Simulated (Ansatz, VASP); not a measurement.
**One calculation of Al, two programs**

```
CELL_PARAMETERS angstrom
4.59345 0.00000 0.00000
-2.29673 3.97805 0.00000
0.00000 0.00000 2.81497
ATOMIC_POSITIONS crystal
Al 0.00000 0.00000 0.00000
Al 0.33333 0.66667 0.50000
Al 0.66667 0.33333 0.50000
```

Alike in both runs: functional PBE; k mesh 6 × 6 × 6; occupations gaussian, width 0.1 eV; no spin polarisation.

Ansatz relaxed the structure, and its values are those at the end. VASP's run is a single point on that final structure, the one shown.

|  | VASP | Ansatz |
| --- | --- | --- |
| version | VASP 6.6.1 | Ansatz 0.2.0 |
| potentials or method | VASP PAW PBE potentials, release 64 (Al), cutoff 520 eV | scalar-relativistic, plane waves, PAW |
| valence electrons in the cell | 9 | 9 |

|  | VASP | Ansatz | Ansatz less VASP |
| --- | --- | --- | --- |
| gap on the k mesh at the Fermi level (eV) | none | none | - |
| pressure (GPa) | -0.1 | -0.1 | +0.02 |

A gap of «none» marks a metal or a gap that the smearing closes.

The k mesh is coarse, so the values compare programs but aren't converged.
